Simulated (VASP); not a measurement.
Write the native input for VASP 6.6.1 that does the following.

| Item | Value |
| --- | --- |
| Task | single point |
| Functional | PBEsol |
| Potentials or basis | VASP PAW PBE potentials, release 64 (Mg, O) |
| Cutoff | 520 eV |
| k mesh | 8 × 8 × 8 |
| Occupations | gaussian, width 0.01 eV |
| Spin | no spin polarisation |
| Dipole correction | no |
| Further INCAR settings | ALGO = Normal; EDIFF = 1e-07; NBANDS = 11 |

The structure of MgO (Periclase) lies in POSCAR:

```
MgO
1.0
    0.0000000000      2.1085000000      2.1085000000
    2.1085000000      0.0000000000      2.1085000000
    2.1085000000      2.1085000000      0.0000000000
Mg O
1 1
Direct
    0.0000000000      0.0000000000      0.0000000000
    0.5000000000      0.5000000000      0.5000000000
```

One way to write it, as run:

INCAR

```
SYSTEM = MgO
PREC = Accurate ; ENCUT = 520
EDIFF = 1E-7 ; ISMEAR = 0
SIGMA = 0.01 ; LREAL = .False.
LASPH = .True. ; NELM = 100
ALGO = Normal ; ISIF = 2
LWAVE = .False. ; LCHARG = .False.
GGA = PS ; NBANDS = 11
```

KPOINTS

```
regular mesh
0
Gamma
  8 8 8
  0 0 0
```

Potentials or basis: VASP PAW PBE potentials, release 64 (Mg, O).

Launch:

```console
$ cat potpaw_PBE.64/Mg/POTCAR potpaw_PBE.64/O/POTCAR > POTCAR
$ mpirun -np 1 vasp_std > vasp.out
```

Results of the run:

- Pressure: -0.8 GPa
- Band gap on the k mesh: 4.60 eV, direct

Caveat: the PAW data sets were made with another functional, which shifts forces and pressure a little.

Wall time 7.1 s on 1 thread of Intel(R) Xeon(R) Platinum 8375C CPU @ 2.90GHz (Ice Lake), with other jobs on the host, peak memory 0.13 GiB.
